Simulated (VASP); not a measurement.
A run of VASP 6.6.1:

File INCAR:

```
SYSTEM = SiMo3
ALGO = Normal
EDIFF = 1E-6
ENCUT = 500
GGA = PE
GGA_COMPAT = .FALSE.
ISIF = 2
ISMEAR = 0
LASPH = .TRUE.
LCHARG = .FALSE.
LREAL = .FALSE.
LWAVE = .FALSE.
NBANDS = 56
NELM = 120
PREC = Accurate
SIGMA = 0.2
```

KPOINTS

```
k-points
0
G
  3 3 3
  0 0 0
```

The input POSCAR:

```
SiMo3
1.0
    0.0000000000      4.5463137955      4.5463137955
    4.5463137955      0.0000000000      4.5463137955
    4.5463137955      4.5463137955      0.0000000000
Si Mo
2 6
Direct
    0.0000000000      0.0000000000      0.0000000000
    0.5000000000      0.5000000000      0.5000000000
    0.2500104466      0.7499895534      0.7499895534
    0.7499895534      0.2500104466      0.2500104466
    0.7499895534      0.2500104466      0.7499895534
    0.2500104466      0.7499895534      0.2500104466
    0.7499895534      0.7499895534      0.2500104466
    0.2500104466      0.2500104466      0.7499895534
```

Potentials or basis: VASP PAW PBE potentials, release 64 (Si, Mo_sv).

The run is started by

```bash
$ cat potpaw_PBE.64/Si/POTCAR potpaw_PBE.64/Mo_sv/POTCAR > POTCAR
$ mpirun -np 1 vasp_std > vasp.out
```

Hardware: 1 thread of Intel Xeon 8259CL, on a shared host.

How long does it take, and how much memory?

Wall time 110 s on 1 thread of Intel Xeon 8259CL, with other jobs on the host, peak memory 0.32 GiB. Counts: scf iterations 14, k points 4.
